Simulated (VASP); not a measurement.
Set up this calculation in VASP 6.6.1, as the native input.

```
Task                   : single point
Functional             : PBEsol
Dispersion             : D3(BJ)
Potentials or basis    : VASP PAW PBE potentials, release 64 (Bi_d)
Cutoff                 : 520 eV
k mesh                 : 16 × 16 × 16
Occupations            : gaussian, width 0.15 eV
Spin                   : no spin polarisation
Dipole correction      : no
Further INCAR settings : ALGO = Normal; EDIFF = 1e-06; NBANDS = 14
```

The structure of Bi lies in POSCAR:

```
Bi
1.0
   -1.8789461326      1.8789461326      2.0137131183
    1.8789461326     -1.8789461326      2.0137131183
    1.8789461326      1.8789461326     -2.0137131183
Bi
1
Direct
    0.0000000000      0.0000000000      0.0000000000
```

This cell differs from its parent crystal: strain +e along x and -e along y +0.0000, strain +e along z and -e/2 along x and y +0.0467.

The input as run:

INCAR

```
SYSTEM = Bi
PREC = Accurate
ENCUT = 520
EDIFF = 1E-6
ISMEAR = 0
SIGMA = 0.15
LREAL = .False.
LASPH = .True.
NELM = 100
ALGO = Normal
ISIF = 2
LWAVE = .False.
LCHARG = .False.
GGA = PS
IVDW = 12
NBANDS = 14
```

KPOINTS

```
Automatic mesh
0
Gamma
  16 16 16
  0 0 0
```

Potentials or basis: VASP PAW PBE potentials, release 64 (Bi_d).

Command:

```sh
$ cat potpaw_PBE.64/Bi_d/POTCAR > POTCAR
$ mpirun -np 1 vasp_std > vasp.out
```

Results of the run:

* Pressure: 0.2 GPa
* Band gap on the k mesh: zero (an odd number of electrons rules out a gap without spin polarisation)
* Dispersion energy per atom: -0.575 eV

Caveat: the cell differs from its parent crystal (strain +e along x and -e along y +0.0000, strain +e along z and -e/2 along x and y +0.0467); the PAW data sets were made with another functional, which shifts forces and pressure a little; spin-orbit coupling is left out, which moves the levels of the heavy elements.

Wall time 120 s on 1 thread of Intel Xeon 8259CL (shared host), peak memory 0.26 GiB.
